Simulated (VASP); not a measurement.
# AlFe3 (Fm-3m) in VASP: a series of runs

Runs on AlFe3. Level: PBEsol. Tasks: single point, relaxation of cell and atoms.

Program: VASP 6.6.1. These are calculated values, not measurements. Logs are shortened: lines on timing, memory, paths and dates and some standing lists are left out, and cuts for length are marked.

## Step 1: The cell of the first run

Symmetry: Fm-3m, No. 225, cubic system. The conventional cell has a = 5.669 Å, b = 5.669 Å, c = 5.669 Å, α = 90.00°, β = 90.00°, γ = 90.00°. Within 3.2 Å of Al (site symmetry m-3m) lie 14 Fe at 2.45 to 2.83 Å. Within 3.2 Å of Fe (site symmetry m-3m) lie 8 Fe at 2.45 Å and 6 Al at 2.83 Å. Fe (site symmetry -43m) has 4 Al at 2.45 Å and 10 Fe at 2.45 to 2.83 Å within 3.2 Å.

## Step 2: Single point, PBEsol, collinear spin, ferromagnetic start

Contents of INCAR:

```
SYSTEM = AlFe3
ALGO = Normal
EDIFF = 1E-6
ENCUT = 520
GGA = PS
ISIF = 2
ISMEAR = 0
ISPIN = 2
LASPH = .True.
LCHARG = .False.
LMAXMIX = 4
LORBIT = 11
LREAL = .False.
LWAVE = .False.
MAGMOM = 0 2.65 2.19 2.19
NBANDS = 26
NELM = 150
PREC = Accurate
SIGMA = 0.1
```

Contents of KPOINTS:

```
k-points
0
Gamma
  6 6 6
  0 0 0
```

Contents of POSCAR:

```
AlFe3
1.0
    0.0000000000      2.8346303670      2.8346303670
    2.8346303670      0.0000000000      2.8346303670
    2.8346303670      2.8346303670      0.0000000000
Al Fe
1 3
Direct
    0.0000000000      0.0000000000      0.0000000000
    0.5000000000      0.5000000000      0.5000000000
    0.2500000000      0.2500000000      0.2500000000
    0.7500000000      0.7500000000      0.7500000000
```

Potentials or basis: VASP PAW PBE potentials, release 64 (Al, Fe).

Run with:

```console
> cat potpaw_PBE.64/Al/POTCAR potpaw_PBE.64/Fe/POTCAR > POTCAR
> mpirun -np 1 vasp_std > vasp.out
```

OUTCAR:

```text
SYSTEM = AlFe3
   EDIFF = 1E-6
   ENCUT = 520
   GGA = PS
   ISIF = 2
   ISMEAR = 0
   ISPIN = 2
   LASPH = .True.
   LORBIT = 11
   LREAL = .False.
   NELM = 150
   PREC = Accurate

 ion  position               nearest neighbor table
   1  0.000  0.000  0.000-   4 2.45   4 2.45   4 2.45   3 2.45   4 2.45   3 2.45   3 2.45   3 2.45
                             2 2.83   2 2.83   2 2.83   2 2.83   2 2.83   2 2.83
   2  0.500  0.500  0.500-   3 2.45   3 2.45   3 2.45   3 2.45   4 2.45   4 2.45   4 2.45   4 2.45
                             1 2.83   1 2.83   1 2.83   1 2.83   1 2.83   1 2.83
   3  0.250  0.250  0.250-   1 2.45   1 2.45   1 2.45   1 2.45   2 2.45   2 2.45   2 2.45   2 2.45
                             4 2.83   4 2.83   4 2.83   4 2.83   4 2.83   4 2.83
   4  0.750  0.750  0.750-   2 2.45   2 2.45   2 2.45   1 2.45   2 2.45   1 2.45   1 2.45   1 2.45
                             3 2.83   3 2.83   3 2.83   3 2.83   3 2.83   3 2.83

  LATTYP: Found a face centered cubic cell.
 ALAT       =     5.6692607340

  Lattice vectors:

 A1 = (   0.0000000000,   2.8346303670,   2.8346303670)
 A2 = (   2.8346303670,   0.0000000000,   2.8346303670)
 A3 = (   2.8346303670,   2.8346303670,   0.0000000000)

Analysis of symmetry for initial positions (statically):
=====================================================================
 Subroutine PRICEL returns:
 Original cell was already a primitive cell.

 Routine SETGRP: Setting up the symmetry group for a
 face centered cubic supercell.

 Subroutine GETGRP returns: Found 48 space group operations
 (whereof 48 operations were pure point group operations)
 out of a pool of 48 trial point group operations.

The static configuration has the point symmetry O_h .

Analysis of symmetry for dynamics (positions and initial velocities):
=====================================================================
 Subroutine PRICEL returns:
 Original cell was already a primitive cell.

 Routine SETGRP: Setting up the symmetry group for a
 face centered cubic supercell.

 Subroutine GETGRP returns: Found 48 space group operations
 (whereof 48 operations were pure point group operations)
 out of a pool of 48 trial point group operations.

The dynamic configuration has the point symmetry O_h .

Analysis of structural, dynamic, and magnetic symmetry:
=====================================================================
 Subroutine PRICEL returns:
 Original cell was already a primitive cell.

 Routine SETGRP: Setting up the symmetry group for a
 face centered cubic supercell.

 Subroutine GETGRP returns: Found 48 space group operations
 (whereof 48 operations were pure point group operations)
 out of a pool of 48 trial point group operations.

The overall configuration has the point symmetry O_h .

 Subroutine INISYM returns: Found 48 space group operations
 (whereof 48 operations are pure point group operations),
 and found     1 'primitive' translations

----------------------------------------------------------------------------------------

                                     Primitive cell

  volume of cell :      45.5532

  direct lattice vectors                    reciprocal lattice vectors
     0.000000000  2.834630367  2.834630367    -0.176389841  0.176389841  0.176389841
     2.834630367  0.000000000  2.834630367     0.176389841 -0.176389841  0.176389841
     2.834630367  2.834630367  0.000000000     0.176389841  0.176389841 -0.176389841

  length of vectors
     4.008772709  4.008772709  4.008772709     0.305516167  0.305516167  0.305516167

  position of ions in fractional coordinates (direct lattice)
     0.000000000  0.000000000  0.000000000
     0.500000000  0.500000000  0.500000000
     0.250000000  0.250000000  0.250000000
     0.750000000  0.750000000  0.750000000

  ion indices of the primitive-cell ions
   primitive index   ion index
                 1           1
                 2           2
                 3           3
                 4           4

----------------------------------------------------------------------------------------

 KPOINTS: k-points

Automatic generation of k-mesh.
 Grid dimensions read from file:
 generate k-points for:    6    6    6

 Generating k-lattice:

  Cartesian coordinates                     Fractional coordinates (reciprocal lattice)
    -0.029398307  0.029398307  0.029398307     0.166666667  0.000000000  0.000000000
     0.029398307 -0.029398307  0.029398307     0.000000000  0.166666667  0.000000000
     0.029398307  0.029398307 -0.029398307     0.000000000  0.000000000  0.166666667

  Length of vectors
     0.050919361  0.050919361  0.050919361

  Shift w.r.t. Gamma in fractional coordinates (k-lattice)
     0.000000000  0.000000000  0.000000000

 Subroutine IBZKPT returns following result:
 ===========================================

 Found     16 irreducible k-points:

 Following reciprocal coordinates:
            Coordinates               Weight
  0.000000  0.000000  0.000000      1.000000
  0.166667  0.000000  0.000000      8.000000
  0.333333  0.000000  0.000000      8.000000
  0.500000  0.000000  0.000000      4.000000
  0.166667  0.166667  0.000000      6.000000
  0.333333  0.166667  0.000000     24.000000
[... 8 lines left out ...]
 -0.333333  0.333333  0.166667     24.000000
 -0.333333  0.500000  0.166667     12.000000
   k-points           NKPTS =     16   k-points in BZ     NKDIM =     16   number of bands    NBANDS=     26
   number of dos      NEDOS =    301   number of ions     NIONS =      4
   total plane-waves  NPLWV =  27000
   dimension x,y,z NGX =    30 NGY =   30 NGZ =   30
   dimension x,y,z NGXF=    60 NGYF=   60 NGZF=   60
   ions per type =               1   3
   NGX,Y,Z   is equivalent  to a cutoff of  12.44, 12.44, 12.44 a.u.
   NGXF,Y,Z  is equivalent  to a cutoff of  24.88, 24.88, 24.88 a.u.
 SYSTEM =  AlFe3
   PREC   = accura    normal or accurate (medium, high low for compatibility)
   ISTART =      0    job   : 0-new  1-cont  2-samecut
   ICHARG =      2    charge: 1-file 2-atom 10-const
   ISPIN  =      2    spin polarized calculation?
   LNONCOLLINEAR =      F non collinear calculations
   LSORBIT =      F    spin-orbit coupling
   LASPH  =      T    aspherical Exc in radial PAW
   ENCUT  =  520.0 eV  38.22 Ry    6.18 a.u.   7.45  7.45  7.45*2*pi/ulx,y,z
   NELM   =    150;   NELMIN=  2; NELMDL= -5     # of ELM steps
   EDIFF  = 0.1E-05   stopping-criterion for ELM
   LREAL  =      F    real-space projection
   EDIFFG = 0.1E-04   stopping-criterion for IOM
   NSW    =      0    number of steps for IOM
   IBRION =     -1    ionic relax: 0-MD 1-quasi-New 2-CG
   NFREE  =      0    steps in history (QN), initial steepest desc. (CG)
   ISIF   =      2    stress and relaxation
   ISYM   =      2    0-nonsym 1-usesym 2-fastsym
   POTIM  = 0.5000    time-step for ionic-motion
   TEBEG  =    0.0;   TEEND  =   0.0 temperature during run
   PSTRESS=    0.0 pullay stress
   NELECT =      27.0000    total number of electrons
   NUPDOWN=      -1.0000    fix difference up-down
   EMIN   =  10.00;   EMAX   =-10.00  energy-range for DOS
   EFERMI =   0.00;   METHOD = LEGACY
   ISMEAR =     0;   SIGMA  =   0.10  broadening in eV -4-tet -1-fermi 0-gaus
   EFERMI_NEDOS =   21; number of points for ismear=-14 and -15
   IALGO  =     38    algorithm
   IMIX   =      4    mixing-type and parameters
     AMIX     =   0.40;   BMIX     =  1.00
     AMIX_MAG =   1.60;   BMIX_MAG =  1.00
  volume/ion in A,a.u.               =      11.39        76.85
  Fermi-wavevector in a.u.,A,eV,Ry     =   1.375170  2.598694 25.729867  1.891092
  Thomas-Fermi vector in A             =   2.500530
   LORBIT       =     11    0 simple, 1 ext, 2 COOP (PROOUT), +10 PAW based schemes
   GGA     = PS    functional components
   LHFCALC =     F    Hartree Fock is set to
   AEXX    =    0.0000 exact exchange contribution
   IVDW    =     0    specifies the selected vdW correction
   LEPSILON=     F    determine dielectric tensor
   LRPA    =     F    only Hartree local field effects (RPA)
 spin polarized calculation
 Gauss-broadening in eV      SIGMA  =   0.10
  energy-cutoff  :      520.00
  volume of cell :       45.55
 maximum number of plane-waves:      1243
 NGX is ok and might be reduce to    30
   NGX = 15   NGY = 15   NGZ = 15

 number of electron      27.0000005 magnetization       5.9577891

 Free energy of the ion-electron system (eV)
  ---------------------------------------------------
  ext. energy  EPLUGINS =         0.00000000
  ---------------------------------------------------
  free energy    TOTEN  =       -31.64880919 eV

  energy without entropy =      -31.63466729  energy(sigma->0) =      -31.64173824

 E-fermi :   7.1428     XC(G=0): -12.8552

 val. band max:        7.1004997333   @ k =   0.3333   0.3333   0.0000
 cond. band min:       7.2063845479   @ k =   0.3333   0.1667   0.0000
 fundamental gap:      0.1058848146
 Fermi energy:         7.1427995317

 spin component 1

 k-point     1 :       0.0000    0.0000    0.0000
  band No.  band energies     occupation
      1      -2.6631      1.00000
      2       2.9023      1.00000
      3       2.9023      1.00000
      4       3.4071      1.00000
      5       3.4071      1.00000
      6       3.4071      1.00000
[... 437 lines left out ...]
     24      20.2062      0.00000
     25      21.6800      0.00000
 Fermi energy:         7.1427995317

 spin component 2

 k-point     1 :       0.0000    0.0000    0.0000
  band No.  band energies     occupation
      1      -2.5656      1.00000
      2       4.4628      1.00000
      3       4.4629      1.00000
      4       4.4856      1.00000
      5       4.4856      1.00000
      6       4.4856      1.00000
[... 437 lines left out ...]
     24      20.4639      0.00000
     25      21.9925      0.00000
 [bands above 25 left out]

------------------------ aborting loop because EDIFF is reached ----------------------------------------

  FORCE on cell =-STRESS in cart. coord.  units (eV):
  Direction    XX          YY          ZZ          XY          YZ          ZX
  --------------------------------------------------------------------------------------
  -------------------------------------------------------------------------------------
  Total        0.0121843      0.0121843      0.0121843      0.0000000      0.0000000     -0.0000000
  in kB        0.4285400      0.4285400      0.4285400      0.0000000      0.0000000     -0.0000000
  external PRESSURE =       0.4285400 kB  Pullay stress =       0.0000000 kB

 VOLUME and BASIS-vectors are now :
 -----------------------------------------------------------------------------
  energy-cutoff  :      520.00
  volume of cell :       45.55
      direct lattice vectors                 reciprocal lattice vectors
     0.000000000  2.834630367  2.834630367    -0.176389841  0.176389841  0.176389841
     2.834630367  0.000000000  2.834630367     0.176389841 -0.176389841  0.176389841
     2.834630367  2.834630367  0.000000000     0.176389841  0.176389841 -0.176389841

 POSITION                                       TOTAL-FORCE (eV/Angst)
 -----------------------------------------------------------------------------------
      0.00000      0.00000      0.00000         0.000000      0.000000     -0.000000
      2.83463      2.83463      2.83463         0.000000      0.000000     -0.000000
      1.41732      1.41732      1.41732        -0.000000     -0.000000     -0.000000
      4.25195      4.25195      4.25195         0.000000      0.000000      0.000000
 -----------------------------------------------------------------------------------
    total drift:                                0.000000     -0.000000      0.000000

  FREE ENERGIE OF THE ION-ELECTRON SYSTEM (eV)
  ---------------------------------------------------
  free  energy   TOTEN  =       -31.6488091894 eV

  energy  without entropy=      -31.6346672853  energy(sigma->0) =      -31.64173824

 total charge

# of ion       s       p       d       tot
------------------------------------------
    1        0.415   0.447   0.000   0.862
    2        0.494   0.562   6.254   7.310
    3        0.460   0.560   6.366   7.386
    4        0.460   0.560   6.366   7.386
--------------------------------------------------
tot          1.830   2.128  18.986  22.944

 magnetization (x)

# of ion       s       p       d       tot
------------------------------------------
    1       -0.009  -0.044   0.000  -0.054
    2       -0.009  -0.039   2.409   2.360
    3       -0.008  -0.036   1.898   1.854
    4       -0.008  -0.036   1.898   1.854
--------------------------------------------------
tot         -0.035  -0.155   6.205   6.015
```

Run time: 1.7 min. Hardware: 1 thread of Oxide Virtual Turin-like, shared host; peak memory 0.16 GiB.

Results:

```
Free energy                                           : -31.6488 eV
Pressure                                              : 0.0 GPa
Net moment                                            : 5.96 μB per cell
Site moments                                          : Al -0.05; Fe +2.36, +1.85 (each value once) μB
Valence electrons inside the program's atomic spheres : Al 0.86; Fe 7.31, 7.39 (each value once)
```

Caveat: the PAW data sets were made with another functional, which shifts forces and pressure a little.

## Step 3: Single point, PBEsol, collinear spin, ferromagnetic start

This run uses another cell than the first one, of 12.03 Å³/atom.

Contents of INCAR:

```
PREC = Accurate
ENCUT = 520
EDIFF = 1E-7
ISMEAR = 0
SIGMA = 0.1
LREAL = F
LASPH = T
NELM = 150
ALGO = Normal
ISIF = 2
LWAVE = F
LCHARG = F
ISPIN = 2
MAGMOM = 0 4 4 4
LORBIT = 11
LMAXMIX = 4
GGA = PS
NBANDS = 26
```

Contents of KPOINTS:

```
Automatic mesh
0
Gamma
  6 6 6
```

Contents of POSCAR:

```
AlFe3
1.0
    0.0000000000      2.8871421494      2.8871421494
    2.8871421494      0.0000000000      2.8871421494
    2.8871421494      2.8871421494      0.0000000000
Al Fe
1 3
Direct
    0.0000000000      0.0000000000      0.0000000000
    0.5000000000      0.5000000000      0.5000000000
    0.2500000000      0.2500000000      0.2500000000
    0.7500000000      0.7500000000      0.7500000000
```

Potentials or basis: VASP PAW PBE potentials, release 64 (Al, Fe).

Run with:

```console
> cat potpaw_PBE.64/Al/POTCAR potpaw_PBE.64/Fe/POTCAR > POTCAR
> mpirun -np 1 vasp_std > vasp.out
```

It took 67 s on 1 thread of Oxide Virtual Turin-like, shared host; peak memory 0.16 GiB.

The run converged. Its results:

- Free energy: -31.5680 eV
- Pressure: -9.4 GPa
- Net moment: 6.15 μB per cell
- Site moments: Al -0.06; Fe +2.38, +1.96 (each value once) μB
- Valence electrons inside the program's atomic spheres: Al 0.83; Fe 7.20, 7.27 (each value once)

Levels at points of the mesh, in eV from the Fermi level:
Spin up:
```tsv
k point	band 14	band 15	band 16	band 17	band 18	band 19
(0.00, 0.00, 0.00)	-0.97	-0.63	-0.63	5.49	5.49	5.49
(0.50, 0.00, 0.00)	-1.14	-0.75	-0.75	-0.33	4.47	4.47
(0.50, 0.50, 0.00)	-0.97	-0.97	-0.67	-0.56	-0.56	0.01
```
Spin down:
| k point | band 9 | band 10 | band 11 | band 12 | band 13 | band 14 |
| --- | --- | --- | --- | --- | --- | --- |
| (0.00, 0.00, 0.00) | -1.17 | 0.89 | 0.89 | 0.89 | 1.51 | 1.51 |
| (0.50, 0.00, 0.00) | -1.10 | -0.26 | -0.14 | -0.14 | 1.29 | 1.29 |
| (0.50, 0.50, 0.00) | -1.03 | -0.03 | -0.03 | 0.28 | 0.84 | 1.10 |

Caveat: the cell stands under tension; the PAW data sets were made with another functional, which shifts forces and pressure a little.

## Step 4: Relaxation of cell and atoms, PBEsol, collinear spin, ferromagnetic start

This run uses another cell than the first one, of 12.03 Å³/atom.

Contents of INCAR:

```
SYSTEM = AlFe3
  PREC = Accurate
  ENCUT = 600
  EDIFF = 1E-6
  ISMEAR = 0
  SIGMA = 0.1
  LREAL = .False.
  LASPH = .True.
  NELM = 150
  ALGO = Fast
  ISIF = 3
  LWAVE = .False.
  LCHARG = .False.
  ISPIN = 2
  MAGMOM = 0 2.65 2.19 2.19
  LORBIT = 11
  LMAXMIX = 4
  GGA = PS
  IBRION = 2
  NSW = 100
  EDIFFG = -0.05
```

Contents of KPOINTS:

```
Automatic mesh
0
Gamma
  6 6 6
  0 0 0
```

POSCAR is that of step 3.

Run with:

```console
> cat potpaw_PBE.64/Al/POTCAR potpaw_PBE.64/Fe/POTCAR > POTCAR
> mpirun -np 1 vasp_std > vasp.out
```

Wall time 4.8 min (1 thread of Oxide Virtual Turin-like, shared host); peak memory 0.22 GiB.

The run converged. Its results:

* Free energy: -31.6488 eV
* Relaxed volume: 11.40 Å³/atom
* Relaxed cell: a = 4.010 Å, b = 4.010 Å, c = 4.010 Å, α = 60.00°, β = 60.00°, γ = 60.00°
* Space group after relaxing (to 0.1 Å): Fm-3m (No. 225)
* Energy gained by relaxing: 20.4 meV/atom
* Ionic steps: 3
* Pressure after relaxing: -0.2 GPa
* Net moment: 5.96 μB per cell
* Site moments: Al -0.05; Fe +2.36, +1.85 (each value once) μB
* Valence electrons inside the program's atomic spheres: Al 0.86; Fe 7.31, 7.38 (each value once)

The path:
```
step  energy change (eV)  largest force (eV/Å)  pressure (GPa)  volume (Å³)
   1              0.0000                0.0000           -9.42        48.13
   2             -0.0177                0.0000            8.60        43.37
   3             -0.0818                0.0000           -0.20        45.58
```

Final structure:
```
Al Fe
1.0
     0.00000    2.83528    2.83528
     2.83528    0.00000    2.83528
     2.83528    2.83528    0.00000
Al Fe
1 3
Direct
  0.00000 0.00000 0.00000
  0.50000 0.50000 0.50000
  0.25000 0.25000 0.25000
  0.75000 0.75000 0.75000
```

Levels at points of the mesh, in eV from the Fermi level:
Spin up:
| k point | band 14 | band 15 | band 16 | band 17 | band 18 | band 19 |
| --- | --- | --- | --- | --- | --- | --- |
| (0.00, 0.00, 0.00) | -0.87 | -0.47 | -0.47 | 5.78 | 5.78 | 5.79 |
| (0.50, 0.00, 0.00) | -1.04 | -0.63 | -0.63 | -0.19 | 4.74 | 4.74 |
| (0.50, 0.50, 0.00) | -0.95 | -0.92 | -0.51 | -0.43 | -0.43 | 0.21 |
Spin down:
```csv
k point,band 9,band 10,band 11,band 12,band 13,band 14
"(0.00, 0.00, 0.00)",-1.27,0.90,0.90,0.90,1.56,1.56
"(0.50, 0.00, 0.00)",-1.21,-0.30,-0.21,-0.21,1.33,1.33
"(0.50, 0.50, 0.00)",-1.18,-0.06,-0.06,0.21,0.85,1.13
```

Caveat: the PAW data sets were made with another functional, which shifts forces and pressure a little.

## Step 5: Summary

| task | cell | cutoff (eV) | gap on the mesh (eV) | pressure (GPa) | moment (μB) |
| --- | --- | --- | --- | --- | --- |
| single point | a = 4.009 Å, angles 60.0°, 4 atoms | 520 | none | 0.0 | 5.96 |
| single point | a = 4.083 Å, angles 60.0°, 4 atoms | 520 | none | -9.4 | 6.15 |
| relaxation of cell and atoms | relaxed from a = 4.083 Å, angles 60.0°, 4 atoms | 600 | none | -0.2 | 5.96 |

Alike in all rows: level PBEsol; potentials or basis VASP PAW PBE potentials, release 64 (Al, Fe); spin collinear, ferromagnetic start; k mesh 6 × 6 × 6; smearing gaussian 0.1 eV.

Caveats: the PAW data sets were made with another functional, which shifts forces and pressure a little; the cell stands under tension (at least some runs).

Total energies depend on the potentials used, so only differences within one code and one set of settings carry meaning.

The gap in the log of VASP goes by the Fermi energy; the results here count the filled bands.